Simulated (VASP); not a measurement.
Au, 2 atoms in the cell. The structure is trigonal, space group R-3m (No. 166). The conventional cell has a = 4.871 Å, b = 4.871 Å, c = 5.291 Å, α = 90.00°, β = 90.00°, γ = 120.00°. Within 2.7 Å of Au (site symmetry 3m) lie 1 Au at 2.02 Å. 

| Property | Result |
| --- | --- |
| Program | VASP 6.6.1 |
| Task | relaxation of cell and atoms |
| Functional | PBE |
| Potentials or basis | VASP PAW PBE potentials, release 64 (Au) |
| Cutoff | 600 eV |
| k mesh | 6 × 6 × 6 |
| Occupations | gaussian, width 0.1 eV |
| Spin | no spin polarisation |
| Dipole correction | no |
| Further INCAR settings | ALGO = Fast; EDIFF = 1e-06; IBRION = 2; EDIFFG = -0.04; NSW = 90; ISIF = 3 |

Potentials or basis: VASP PAW PBE potentials, release 64 (Au).

The run is started by

```bash
$ cat potpaw_PBE.64/Au/POTCAR > POTCAR
$ mpirun -np 1 vasp_std > vasp.out
```

Hardware: 1 thread of Intel(R) Xeon(R) 6975P-C (Granite Rapids) (shared host).

Estimate the wall time of this run.

It took 5.3 min on 1 thread of Intel(R) Xeon(R) 6975P-C (Granite Rapids) (shared host), peak memory 0.18 GiB. Counts: scf iterations 483, k points 32, ion steps 47.
